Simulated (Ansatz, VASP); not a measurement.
## Two plane-wave programs on Li2ZnO2

Contents of INCAR:

```
SYSTEM = Li2ZnO2
PREC     = Accurate       ! precision mode
ENCUT    = 520            ! plane-wave cutoff, eV
EDIFF    = 1E-7           ! SCF threshold, eV
ISMEAR   = 0              ! smearing method
SIGMA    = 0.1            ! smearing width, eV
LREAL    = .False.        ! projectors in reciprocal space
LASPH    = .True.         ! aspherical terms in the spheres
NELM     = 80             ! most SCF steps
ALGO     = Normal         ! electronic algorithm
ISIF     = 2              ! what is computed and relaxed
LWAVE    = .False.        ! write WAVECAR
LCHARG   = .False.        ! write CHGCAR
GGA      = PE             ! functional
NBANDS   = 41             ! bands
```

File KPOINTS:

```
Automatic mesh
0
Gamma
  4 4 6
  0 0 0
```

The input POSCAR:

```
Li2ZnO2
1.0
    6.1517773400      0.0000000000      0.0000000000
    0.0000000000      6.1517773400      0.0000000000
    0.0000000000      0.0000000000      3.5163638000
Li Zn O
4 2 4
Direct
    0.6812019900      0.1812019900      0.5000000000
    0.3187980100      0.8187980100      0.5000000000
    0.1812019900      0.3187980100      0.5000000000
    0.8187980100      0.6812019900      0.5000000000
    0.5000000000      0.5000000000      0.0000000000
    0.0000000000      0.0000000000      0.0000000000
    0.1142020100      0.6142020100      0.0000000000
    0.8857979900      0.3857979900      0.0000000000
    0.6142020100      0.8857979900      0.0000000000
    0.3857979900      0.1142020100      0.0000000000
```

Input for Ansatz:

```yaml
crystal:
  lattice:
    - [6.15177734, 0.0, 0.0]
    - [0.0, 6.15177734, 0.0]
    - [0.0, 0.0, 3.5163638]
  atoms:
    - { symbol: Li, position: [0.68120199, 0.18120199, 0.5] }
    - { symbol: Li, position: [0.31879801, 0.81879801, 0.5] }
    - { symbol: Li, position: [0.18120199, 0.31879801, 0.5] }
    - { symbol: Li, position: [0.81879801, 0.68120199, 0.5] }
    - { symbol: Zn, position: [0.5, 0.5, 0.0] }
    - { symbol: Zn, position: [0.0, 0.0, 0.0] }
    - { symbol: O, position: [0.11420201, 0.61420201, 0.0] }
    - { symbol: O, position: [0.88579799, 0.38579799, 0.0] }
    - { symbol: O, position: [0.61420201, 0.88579799, 0.0] }
    - { symbol: O, position: [0.38579799, 0.11420201, 0.0] }
basis:
  ecutwfc: 420
kpoints:
  mp_grid: { grid: [4, 4, 6] }
hamiltonian:
  xc: pbe
scf:
  occupations: { method: gaussian, width: 0.1 }
  lower_state_search: "off"
output:
  forces: true
  stress: true
  eigenvalues: true
```

Change from the starting cell: species swapped into the LiNd2Si2 type (P4/mbm, No. 127).

Alike in both runs: task single point; functional PBE; k mesh 4 × 4 × 6; occupations gaussian, width 0.1 eV; no spin polarisation.

|  | VASP | Ansatz |
| --- | --- | --- |
| version | VASP 6.6.1 | Ansatz 0.2.0 |
| potentials or method | VASP PAW PBE potentials, release 64 (Li_sv, Zn, O), cutoff 520 eV | scalar-relativistic, plane waves, PAW |
| valence electrons in the cell | 60 | 60 |

Ansatz gave:

* gap on the k mesh at the Fermi level (eV): none
* rms of the force components (eV/Å): 0.698

Which values does VASP return?

gap on the k mesh at the Fermi level (eV): none; rms of the force components (eV/Å): 0.694.

Atom by atom the forces differ by 0.005 eV/Å (rms over components). A gap of «none» marks a metal or a gap that the smearing closes. The functional is the same, so the differences come from potentials, cutoffs and numerics.

Noted on VASP's run: the cutoff is under 1.25 times that of the potentials, so the pressure is a little rough.
